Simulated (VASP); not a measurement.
Wanted: the native input for a VASP 6.6.1 run.

```
Task                   : single point
Functional             : PBE
Potentials or basis    : VASP PAW PBE potentials, release 64 (C)
Cutoff                 : 520 eV
k mesh                 : 14 × 14 × 14
Occupations            : gaussian, width 0.02 eV
Spin                   : no spin polarisation
Dipole correction      : no
Further INCAR settings : ALGO = Normal; EDIFF = 1e-07; NBANDS = 11
```

The structure of C lies in POSCAR:

```
C
1.0
    0.0000000000      2.1360309729      4.3026118721
    1.2332396435      0.0000000000      4.3026118721
    1.2332396435      2.1360309729      0.0000000000
C
2
Direct
    0.1666712193      0.8333287807      0.1666712193
    0.8333287807      0.1666712193      0.8333287807
```

One way to write it, as run:

INCAR

```
PREC = Accurate
ENCUT = 520
EDIFF = 1E-7
ISMEAR = 0
SIGMA = 0.02
LREAL = False
LASPH = True
NELM = 80
ALGO = Normal
ISIF = 2
LWAVE = False
LCHARG = False
GGA = PE
NBANDS = 11
```

KPOINTS

```
regular mesh
0
Gamma
  14 14 14
```

Potentials or basis: VASP PAW PBE potentials, release 64 (C).

Launch:

```sh
$ cat potpaw_PBE.64/C/POTCAR > POTCAR
$ mpirun -np 1 vasp_std > vasp.out
```

It gave:

The pressure is 0.4 GPa. The band gap on the k mesh is 1.04 eV, indirect (least direct gap 1.09 eV).

It took 83 s on 1 thread of Intel(R) Xeon(R) Platinum 8259CL CPU @ 2.50GHz (Skylake/Cascade Lake), with other jobs on the host, peak memory 0.21 GiB.
